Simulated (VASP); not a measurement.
# Hf (I4/mmm) in VASP: further runs

Hf is run at these levels: LDA; tasks: single point.

Everything below comes from runs of VASP 6.6.1. Logs are shortened: lines on timing, memory, paths and dates and some standing lists are left out, and cuts for length are marked.

**1. The cell of the first run**

Symmetry: I4/mmm, No. 139, tetragonal system. Conventional cell: a = 3.736 Å, b = 3.736 Å, c = 3.325 Å, α = 90.00°, β = 90.00°, γ = 90.00°. Hf (site symmetry 4/mmm) has 14 Hf at 3.12 to 3.74 Å within 4.1 Å.

**2. Single point, LDA (23.21 Å³/atom)**

File INCAR:

```
SYSTEM = Hf
ALGO = Fast ; EDIFF = 1E-6
ENCUT = 520 ; ISIF = 2
ISMEAR = 0 ; LASPH = .TRUE.
LCHARG = .TRUE. ; LELF = .TRUE.
LREAL = .FALSE. ; LVHAR = .TRUE.
LWAVE = .FALSE. ; NBANDS = 11
NELM = 100 ; PREC = Accurate
SIGMA = 0.15
```

File KPOINTS:

```
k-points
0
G
  20 20 20
  0 0 0
```

File POSCAR:

```
Hf
1.0
    0.0000000000      2.6419278582      1.6623010084
    2.6419278582      0.0000000000      1.6623010084
    2.6419278582      2.6419278582      0.0000000000
Hf
1
Direct
    0.0000000000      0.0000000000      0.0000000000
```

Potentials or basis: VASP PAW LDA potentials, release 64 (Hf_pv).

Launch:

```bash
$ cat potpaw_LDA.64/Hf_pv/POTCAR > POTCAR
$ mpirun -np 1 vasp_std > vasp.out
```

OUTCAR:

```text
SYSTEM = Hf
   EDIFF = 1E-6
   ENCUT = 520
   ISIF = 2
   ISMEAR = 0
   LASPH = .TRUE.
   LREAL = .FALSE.
   NELM = 100
   PREC = Accurate

 ion  position               nearest neighbor table
   1  0.000  0.000  0.000-

  LATTYP: Found a body centered tetragonal cell.
 ALAT       =     3.7362502079
 C/A-ratio  =     0.8898231735

  Lattice vectors:

 A1 = (   0.0000000000,  -2.6419278582,  -1.6623010084)
 A2 = (   0.0000000000,   2.6419278582,  -1.6623010084)
 A3 = (   2.6419278582,   0.0000000000,   1.6623010084)

Analysis of symmetry for initial positions (statically):
=====================================================================
 Subroutine PRICEL returns:
 Original cell was already a primitive cell.

 Routine SETGRP: Setting up the symmetry group for a
 body centered tetragonal supercell.

 Subroutine GETGRP returns: Found 16 space group operations
 (whereof 16 operations were pure point group operations)
 out of a pool of 16 trial point group operations.

The static configuration has the point symmetry D_4h.

Analysis of symmetry for dynamics (positions and initial velocities):
=====================================================================
 Subroutine PRICEL returns:
 Original cell was already a primitive cell.

 Routine SETGRP: Setting up the symmetry group for a
 body centered tetragonal supercell.

 Subroutine GETGRP returns: Found 16 space group operations
 (whereof 16 operations were pure point group operations)
 out of a pool of 16 trial point group operations.

The dynamic configuration has the point symmetry D_4h.

 Subroutine INISYM returns: Found 16 space group operations
 (whereof 16 operations are pure point group operations),
 and found     1 'primitive' translations

----------------------------------------------------------------------------------------

                                     Primitive cell

  volume of cell :      23.2050

  direct lattice vectors                    reciprocal lattice vectors
     0.000000000  2.641927858  1.662301008    -0.189255736  0.189255736  0.300787882
     2.641927858  0.000000000  1.662301008     0.189255736 -0.189255736  0.300787882
     2.641927858  2.641927858  0.000000000     0.189255736  0.189255736 -0.300787882

  length of vectors
     3.121382298  3.121382298  3.736250208     0.402627392  0.402627392  0.402627392

  position of ions in fractional coordinates (direct lattice)
     0.000000000  0.000000000  0.000000000

  ion indices of the primitive-cell ions
   primitive index   ion index
                 1           1

----------------------------------------------------------------------------------------

 KPOINTS: k-points

Automatic generation of k-mesh.
 Grid dimensions read from file:
 generate k-points for:   20   20   20

 Generating k-lattice:

  Cartesian coordinates                     Fractional coordinates (reciprocal lattice)
    -0.009462787  0.009462787  0.015039394     0.050000000  0.000000000  0.000000000
     0.009462787 -0.009462787  0.015039394     0.000000000  0.050000000  0.000000000
     0.009462787  0.009462787 -0.015039394     0.000000000  0.000000000  0.050000000

  Length of vectors
     0.020131370  0.020131370  0.020131370

  Shift w.r.t. Gamma in fractional coordinates (k-lattice)
     0.000000000  0.000000000  0.000000000

 Subroutine IBZKPT returns following result:
 ===========================================

 Found    641 irreducible k-points:

 Following reciprocal coordinates:
            Coordinates               Weight
  0.000000  0.000000  0.000000      1.000000
  0.050000 -0.000000  0.000000      8.000000
  0.100000 -0.000000  0.000000      8.000000
  0.150000 -0.000000  0.000000      8.000000
  0.200000 -0.000000  0.000000      8.000000
  0.250000  0.000000  0.000000      8.000000
[... 16 lines left out ...]
 -0.400000  0.050000  0.000000      8.000000
 -0.350000  0.050000  0.000000      8.000000
 [... further k-points ...]
   k-points           NKPTS =    641   k-points in BZ     NKDIM =    641   number of bands    NBANDS=     11
   number of dos      NEDOS =    301   number of ions     NIONS =      1
   total plane-waves  NPLWV =  16128
   dimension x,y,z NGX =    24 NGY =   24 NGZ =   28
   dimension x,y,z NGXF=    48 NGYF=   48 NGZF=   56
   ions per type =               1
   NGX,Y,Z   is equivalent  to a cutoff of  12.78, 12.78, 12.46 a.u.
   NGXF,Y,Z  is equivalent  to a cutoff of  25.56, 25.56, 24.92 a.u.
 SYSTEM =  Hf
   PREC   = accura    normal or accurate (medium, high low for compatibility)
   ISTART =      0    job   : 0-new  1-cont  2-samecut
   ICHARG =      2    charge: 1-file 2-atom 10-const
   ISPIN  =      1    spin polarized calculation?
   LNONCOLLINEAR =      F non collinear calculations
   LSORBIT =      F    spin-orbit coupling
   LASPH  =      T    aspherical Exc in radial PAW
   ENCUT  =  520.0 eV  38.22 Ry    6.18 a.u.   5.80  5.80  6.95*2*pi/ulx,y,z
   NELM   =    100;   NELMIN=  2; NELMDL= -5     # of ELM steps
   EDIFF  = 0.1E-05   stopping-criterion for ELM
   LREAL  =      F    real-space projection
   EDIFFG = 0.1E-04   stopping-criterion for IOM
   NSW    =      0    number of steps for IOM
   IBRION =     -1    ionic relax: 0-MD 1-quasi-New 2-CG
   NFREE  =      0    steps in history (QN), initial steepest desc. (CG)
   ISIF   =      2    stress and relaxation
   ISYM   =      2    0-nonsym 1-usesym 2-fastsym
   POTIM  = 0.5000    time-step for ionic-motion
   TEBEG  =    0.0;   TEEND  =   0.0 temperature during run
   PSTRESS=    0.0 pullay stress
   NELECT =      10.0000    total number of electrons
   NUPDOWN=      -1.0000    fix difference up-down
   EMIN   =  10.00;   EMAX   =-10.00  energy-range for DOS
   EFERMI =   0.00;   METHOD = LEGACY
   ISMEAR =     0;   SIGMA  =   0.15  broadening in eV -4-tet -1-fermi 0-gaus
   EFERMI_NEDOS =   21; number of points for ismear=-14 and -15
   IALGO  =     68    algorithm
   IMIX   =      4    mixing-type and parameters
     AMIX     =   0.40;   BMIX     =  1.00
     AMIX_MAG =   1.60;   BMIX_MAG =  1.00
  volume/ion in A,a.u.               =      23.21       156.60
  Fermi-wavevector in a.u.,A,eV,Ry     =   1.236557  2.336755 20.804320  1.529074
  Thomas-Fermi vector in A             =   2.371161
   LORBIT       =      0    0 simple, 1 ext, 2 COOP (PROOUT), +10 PAW based schemes
   GGA     = CA    functional components
   LHFCALC =     F    Hartree Fock is set to
   AEXX    =    0.0000 exact exchange contribution
   IVDW    =     0    specifies the selected vdW correction
   LEPSILON=     F    determine dielectric tensor
   LRPA    =     F    only Hartree local field effects (RPA)
 non-spin polarized calculation
 RMM-DIIS sequential band-by-band and
 Gauss-broadening in eV      SIGMA  =   0.15
  energy-cutoff  :      520.00
  volume of cell :       23.21
 maximum number of plane-waves:       637
   NGX = 11   NGY = 11   NGZ = 13

 number of electron      10.0000000 magnetization

 Free energy of the ion-electron system (eV)
  ---------------------------------------------------
  ext. energy  EPLUGINS =         0.00000000
  ---------------------------------------------------
  free energy    TOTEN  =       -10.47747836 eV

  energy without entropy =      -10.45638073  energy(sigma->0) =      -10.46692955

 E-fermi :   4.2443     XC(G=0): -11.3029

 val. band max:        4.2435874398   @ k =  -0.3500   0.1500   0.3500
 cond. band min:       4.2455825323   @ k =  -0.1000   0.3000   0.2000
 fundamental gap:      0.0019950925
 Fermi energy:         4.2442789118

 k-point     1 :       0.0000    0.0000    0.0000
  band No.  band energies     occupation
      1     -25.6221      2.00000
      2     -25.6221      2.00000
      3     -25.5990      2.00000
      4      -2.6545      2.00000
      5       4.8482      0.00000
      6       6.1581      0.00000
      7       6.1581      0.00000
      8       7.3013      0.00000
      9       9.0686      0.00000
     10      16.8687      0.00000
     11      16.8687      0.00000

 k-point     2 :       0.0500   -0.0000    0.0000
  band No.  band energies     occupation
      1     -25.6344      2.00000
      2     -25.6284      2.00000
      3     -25.6076      2.00000
      4      -2.5604      2.00000
      5       4.8704      0.00000
      6       6.1147      0.00000
      7       6.1457      0.00000
      8       7.3107      0.00000
      9       8.9737      0.00000
     10      17.0531      0.00000
     11      17.0660      0.00000

 k-point     3 :       0.1000   -0.0000    0.0000
  band No.  band energies     occupation
      1     -25.6863      2.00000
      2     -25.6467      2.00000
      3     -25.6156      2.00000
      4      -2.2838      2.00000
      5       4.8835      0.00000
      6       5.9543      0.00000
      7       6.1784      0.00000
      8       7.3717      0.00000
      9       8.7557      0.00000
     10      17.5480      0.00000
     11      17.5812      0.00000

 k-point     4 :       0.1500   -0.0000    0.0000
  band No.  band energies     occupation
      1     -25.7720      2.00000
      2     -25.6749      2.00000
      3     -25.6221      2.00000
      4      -1.8432      2.00000
      5       4.7753      0.00000
      6       5.6486      0.00000
      7       6.4064      0.00000
      8       7.5379      0.00000
      9       8.5338      0.00000
     10      17.9669      0.00000
     11      18.3948      0.00000
[... 239 lines left out ...]
 k-point    22 :      -0.4500    0.0500    0.0000
  band No.  band energies     occupation
      1     -26.3267      2.00000
      2     -25.8759      2.00000
      3     -25.6695      2.00000
      4       1.0554      2.00000
      5       3.4776      2.00000
      6       5.2049      0.00000
      7       7.9867      0.00000
      8       9.6669      0.00000
      9      11.0338      0.00000
     10      14.0669      0.00000
     11      15.3642      0.00000

 k-point    23 :      -0.4000    0.0500    0.0000
  band No.  band energies     occupation
      1     -26.2730      2.00000
      2     -25.8593      2.00000
      3     -25.6636      2.00000
      4       0.9006      2.00000
      5       3.6061      2.00000
      6       4.8356      0.00000
      7       8.1388      0.00000
      8       9.1956      0.00000
      9      10.2846      0.00000
     10      14.5107      0.00000
     11      16.3588      0.00000

 k-point    24 :      -0.3500    0.0500    0.0000
  band No.  band energies     occupation
      1     -26.1921      2.00000
      2     -25.8326      2.00000
      3     -25.6562      2.00000
      4       0.5605      2.00000
      5       3.8019      1.99997
      6       4.5848      0.00133
      7       8.2567      0.00000
      8       8.7230      0.00000
      9       9.3734      0.00000
     10      15.1083      0.00000
     11      17.5082      0.00000

 [... further k-points ...]
[... 5 lines left out ...]
  --------------------------------------------------------------------------------------
  -------------------------------------------------------------------------------------
  Total       -1.4909566     -1.4909566     -2.0121792      0.0000000      0.0000000     -0.0000000
  in kB     -102.9423341   -102.9423341   -138.9298791      0.0000000      0.0000000     -0.0000000
  external PRESSURE =    -114.9381824 kB  Pullay stress =       0.0000000 kB

 VOLUME and BASIS-vectors are now :
 -----------------------------------------------------------------------------
  energy-cutoff  :      520.00
  volume of cell :       23.21
      direct lattice vectors                 reciprocal lattice vectors
     0.000000000  2.641927858  1.662301008    -0.189255736  0.189255736  0.300787882
     2.641927858  0.000000000  1.662301008     0.189255736 -0.189255736  0.300787882
     2.641927858  2.641927858  0.000000000     0.189255736  0.189255736 -0.300787882

 POSITION                                       TOTAL-FORCE (eV/Angst)
 -----------------------------------------------------------------------------------
      0.00000      0.00000      0.00000        -0.000000      0.000000      0.000000
 -----------------------------------------------------------------------------------
    total drift:                               -0.000000     -0.000000      0.000000

  FREE ENERGIE OF THE ION-ELECTRON SYSTEM (eV)
  ---------------------------------------------------
  free  energy   TOTEN  =       -10.4774783615 eV

  energy  without entropy=      -10.4563807314  energy(sigma->0) =      -10.46692955
```

It took 84 s on 1 thread of Intel Xeon Platinum 8488C (Sapphire Rapids), shared host; peak memory 0.26 GiB.

What came out:

- Free energy: -10.4775 eV
- Pressure: -11.5 GPa
- Band gap on the k mesh: zero (bands 5 and 6 overlap by 1.84 eV)

Caveat: the cell stands under tension; spin-orbit coupling is left out, which moves the levels of the heavy elements.

**3. Single point, LDA (23.21 Å³/atom)**

File INCAR:

```
  PREC = Accurate
  ENCUT = 520
  EDIFF = 1E-6
  ISMEAR = 0
  SIGMA = 0.15
  LREAL = F
  LASPH = T
  NELM = 80
  ALGO = Fast
  ISIF = 2
  LWAVE = F
  LCHARG = F
  NBANDS = 11
```

File KPOINTS:

```
regular mesh
0
Gamma
  20 20 20
```

File POSCAR:

```
Hf
1.0
    0.0000000000      2.4456236407      1.9398686718
    2.4456236407      0.0000000000      1.9398686718
    2.4456236407      2.4456236407      0.0000000000
Hf
1
Direct
    0.0000000000      0.0000000000      0.0000000000
```

Potentials or basis: VASP PAW LDA potentials, release 64 (Hf_pv).

Launch:

```bash
$ cat potpaw_LDA.64/Hf_pv/POTCAR > POTCAR
$ mpirun -np 1 vasp_std > vasp.out
```

Run time: 68 s. Hardware: 1 thread of Intel Xeon Platinum 8488C (Sapphire Rapids), shared host; peak memory 0.27 GiB.

It converged, with:

| Quantity | Value |
| --- | --- |
| Free energy | -10.4707 eV |
| Pressure | -11.3 GPa |
| Band gap on the k mesh | zero (bands 5 and 6 overlap by 2.09 eV) |

Stress tensor (GPa, compression positive):
```
-12.55   0.00   0.00
  0.00 -12.55   0.00
  0.00   0.00  -8.69
```

Levels at points of the mesh, in eV from the Fermi level:
```tsv
k point	band 3	band 4	band 5	band 6	band 7	band 8
(0.00, 0.00, 0.00)	-29.88	-6.91	1.09	1.09	2.19	3.18
(0.50, 0.00, 0.00)	-29.88	-3.37	-0.08	0.85	2.94	5.02
(0.50, 0.50, 0.00)	-30.33	-2.64	-2.31	5.33	6.14	6.51
(0.50, 0.00, 0.50)	-29.94	-3.21	-1.26	1.49	4.86	5.36
```

Caveat: the cell stands under tension; spin-orbit coupling is left out, which moves the levels of the heavy elements.
